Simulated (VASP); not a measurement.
KPt:

```
Pt K
1.0
     3.00085    0.00000    0.00000
    -1.50042    2.59881    0.00000
     0.00000    0.00000    5.34558
Pt K
1 1
Cartesian
  1.5004 0.8663 0.0000
  0.0000 0.0000 2.6728
```

Program: VASP 6.6.1. Alike in all runs: task single point; no spin polarisation; cell as given; cutoff (eV) 520.

Problem. Order these runs on this cell by their pressure, lowest first.
A. level PBEsol; potentials or basis VASP PAW PBE potentials, release 64 (Pt, K_sv); k mesh 10 × 10 × 5; smearing gaussian 0.02 eV
B. level LDA; potentials or basis VASP PAW LDA potentials, release 64 (Pt, K_sv); k mesh 10 × 10 × 5; smearing gaussian 0.05 eV
C. level r2SCAN; potentials or basis VASP PAW PBE potentials, release 64 (Pt, K_sv); k mesh 17 × 17 × 8; smearing methfessel-paxton 0.1 eV
D. level BLYP; potentials or basis VASP PAW PBE potentials, release 64 (Pt, K_sv); k mesh 10 × 10 × 5; smearing fermi-dirac 0.05 eV
E. level PBE; potentials or basis VASP PAW PBE potentials, release 64 (Pt, K_sv); k mesh 14 × 14 × 7; smearing gaussian 0.05 eV

Solution. B (-6.7 GPa), A (-3.9 GPa), C (-2.1 GPa), E (0.3 GPa), D (5.3 GPa).

Caveats: the PAW data sets were made with another functional, which shifts forces and pressure a little (some runs).
